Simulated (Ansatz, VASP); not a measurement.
**One calculation of La, two programs**

The input POSCAR:

```
La
1.0
    3.7963114957      0.0000000000      0.0000000000
   -1.8981557479      3.2877021960      0.0000000000
    0.0000000000      0.0000000000     12.0412575300
La
4
Direct
    0.0000000000      0.0000000000      0.0000000000
    0.0000000000      0.0000000000      0.5000000000
    0.3333333333      0.6666666667      0.2500000000
    0.6666666667      0.3333333333      0.7500000000
```

INCAR.step1

```
SYSTEM = La
PREC = Accurate
ENCUT = 520
ISMEAR = -1
SIGMA = 0.03
LREAL = .FALSE.
LASPH = .TRUE.
NELM = 80
NBANDS = 30
GGA = PE
ALGO = Normal
EDIFF = 1E-4
LWAVE = .TRUE.
LCHARG = .FALSE.
```

The input INCAR.step2:

```
SYSTEM = La
PREC = Accurate
ENCUT = 520
EDIFF = 1E-8
ISMEAR = -1
SIGMA = 0.03
LREAL = .FALSE.
LASPH = .TRUE.
NELM = 80
ALGO = Normal
ISIF = 2
LWAVE = .FALSE.
LCHARG = .FALSE.
METAGGA = R2SCAN
LMIXTAU = .TRUE.
LEFG = .TRUE.
NBANDS = 30
ISTART = 1
```

The input KPOINTS:

```
Automatic mesh
0
G
  11 11 3
  0 0 0
```

Input for Ansatz:

```yaml
crystal:
  lattice:
    - [3.7963114957, 0.0, 0.0]
    - [-1.8981557479, 3.287702196, 0.0]
    - [0.0, 0.0, 12.04125753]
  atoms:
    - { symbol: La, position: [0.0, 0.0, 0.0] }
    - { symbol: La, position: [0.0, 0.0, 0.5] }
    - { symbol: La, position: [0.3333333333, 0.6666666667, 0.25] }
    - { symbol: La, position: [0.6666666667, 0.3333333333, 0.75] }
kpoints:
  mp_grid: { grid: [11, 11, 3] }
  band_path:
    path:
      - [0.0, 0.0, 0.0]
      - [0.5, 0.0, 0.0]
      - [0.3333333333, 0.3333333333, 0.0]
      - [0.0, 0.0, 0.0]
      - [0.0, 0.0, 0.5]
      - [0.5, 0.0, 0.5]
      - [0.3333333333, 0.3333333333, 0.5]
      - [0.0, 0.0, 0.5]
      - [0.5, 0.0, 0.5]
    npoints: 8
scf:
  occupations: { method: fermi_dirac, width: 0.03 }
hamiltonian:
  xc: r2scan
  pseudopotentials: { kind: paw }
output:
  forces: true
  stress: true
  eigenvalues: true
  efg: { contact_densities: true }
  populations: true
  bader: true
  dos: { projected: true, de: 0.2, e_range: [-14, 8] }
```

Alike in both runs: task electric field gradients; functional r2SCAN; k mesh 11 × 11 × 3; occupations fermi-dirac, width 0.03 eV; no spin polarisation.

|  | VASP | Ansatz |
| --- | --- | --- |
| version | VASP 6.6.1 | Ansatz 0.2.0 |
| potentials or method | VASP PAW PBE potentials, release 64 (La) | PAW with Ansatz's default frozen-core files, scalar-relativistic |
| plane-wave cutoff (eV) | 520 | 500 |
| valence electrons in the cell | 44 | 44 |

|  | VASP | Ansatz | Ansatz less VASP |
| --- | --- | --- | --- |
| pressure (GPa) | -0.1 | -0.2 | -0.07 |
| traceless stress, the component that is largest in VASP (GPa) | 0.10 | 0.09 | -0.012 |
| size of Vzz on the site where it differs most (V/Å²) | 31.3 | 30.5 | -0.85 |

VASP's potentials were made for PBE, not for r2SCAN.

Spin-orbit coupling is off throughout.
